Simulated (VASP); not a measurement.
**RbBr: single point with r2SCAN**

RbBr:

```
Rb Br
1.0
     0.00000    3.48483    3.48483
     3.48483    0.00000    3.48483
     3.48483    3.48483    0.00000
Rb Br
1 1
Cartesian
  0.0000 0.0000 0.0000
  3.4848 3.4848 3.4848
```

| Property | Result |
| --- | --- |
| Program | VASP 6.6.1 |
| Task | single point |
| Functional | r2SCAN |
| Potentials or basis | VASP PAW PBE potentials, release 64 (Rb_sv, Br) |
| Cutoff | 520 eV |
| k mesh | 8 × 8 × 8 |
| Occupations | fermi-dirac, width 0.02 eV |
| Spin | no spin polarisation |
| Dipole correction | no |
| Further INCAR settings | ALGO = Normal; EDIFF = 1e-07; NBANDS = 15 |

* Pressure: -0.2 GPa
* Band gap on the k mesh: 4.84 eV, direct

Levels at points of the mesh, in eV from the valence-band top:
```
           k point  band 6  band 7  band 8  band 9  band 10  band 11
(0.00, 0.00, 0.00)    0.00    0.00    0.00    4.84     7.87     7.87
(0.50, 0.00, 0.00)   -0.89   -0.31   -0.31    7.16     8.10    10.07
(0.50, 0.50, 0.00)   -0.47   -0.16   -0.16    6.11     7.76     9.46
```

Run time: 3.5 min on 1 thread of Intel Xeon 6975P-C, on a shared host, peak memory 0.27 GiB.

Caveat: the PAW data sets were made with another functional, which shifts forces and pressure a little. A k mesh can miss the band edges.
